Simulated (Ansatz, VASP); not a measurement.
## One calculation of Re, two programs

The input INCAR:

```
PREC     = Accurate       # precision mode
ENCUT    = 520            # plane-wave cutoff, eV
EDIFF    = 1E-7           # SCF threshold, eV
ISMEAR   = -1             # smearing method
SIGMA    = 0.05           # smearing width, eV
LREAL    = False          # projectors in reciprocal space
LASPH    = True           # aspherical terms in the spheres
NELM     = 60             # most SCF steps
ALGO     = Normal         # electronic algorithm
ISIF     = 2              # what is computed and relaxed
LWAVE    = False          # write WAVECAR
LCHARG   = False          # write CHGCAR
NBANDS   = 14             # bands
```

KPOINTS

```
Automatic mesh
0
Gamma
  14 14 8
```

POSCAR

```
Re
1.0
    2.5497657329      0.0000000000      0.0000000000
   -1.2748828664      2.2081618983      0.0000000000
    0.0000000000      0.0000000000      4.0770373845
Re
2
Direct
    0.3333333333      0.6666666667      0.2500000000
    0.6666666667      0.3333333333      0.7500000000
```

Input for Ansatz:

```yaml
crystal:
  lattice:
    - [2.5497657329, 0.0, 0.0]
    - [-1.2748828664, 2.2081618983, 0.0]
    - [0.0, 0.0, 4.0770373845]
  atoms:
    - { symbol: Re, position: [0.3333333333, 0.6666666667, 0.25] }
    - { symbol: Re, position: [0.6666666667, 0.3333333333, 0.75] }
kpoints:
  mp_grid: { grid: [14, 14, 8] }
  band_path:
    path:
      - [0.0, 0.0, 0.0]
      - [0.5, 0.0, 0.0]
      - [0.3333333333, 0.3333333333, 0.0]
      - [0.0, 0.0, 0.0]
      - [0.0, 0.0, 0.5]
      - [0.5, 0.0, 0.5]
      - [0.3333333333, 0.3333333333, 0.5]
      - [0.0, 0.0, 0.5]
      - [0.5, 0.0, 0.5]
    npoints: 5
scf:
  occupations: { method: fermi_dirac, width: 0.05 }
hamiltonian:
  xc: lda
  pseudopotentials: { kind: all_electron, lapw: { basis_error: 0.00025 } }
output:
  forces: true
  stress: true
  eigenvalues: true
```

Change from the starting cell: volume scaled by 0.94.

Alike in both runs: task single point; functional LDA; k mesh 14 × 14 × 8; occupations fermi-dirac, width 0.05 eV; no spin polarisation.

```csv
,VASP,Ansatz
version,VASP 6.6.1,Ansatz 0.2.0
potentials or method,"VASP PAW LDA potentials, release 64 (Re), cutoff 520 eV","all-electron LAPW, scalar-relativistic"
```

|  | VASP | Ansatz | Ansatz less VASP |
| --- | --- | --- | --- |
| pressure (GPa) | 151.8 | 143.6 | -8.19 |
| traceless stress, the component that is largest in VASP (GPa) | 5.05 | 5.15 | +0.100 |

LDA's correlation is that of Perdew and Zunger in VASP and of Perdew and Wang (1992) in Ansatz. Both programs put the cell under a high pressure, so it lies far from rest at this level. Ansatz ran all-electron here, and VASP with PAW potentials.

Spin-orbit coupling is off throughout. Noted on VASP's run: the cell as given lies far from equilibrium.
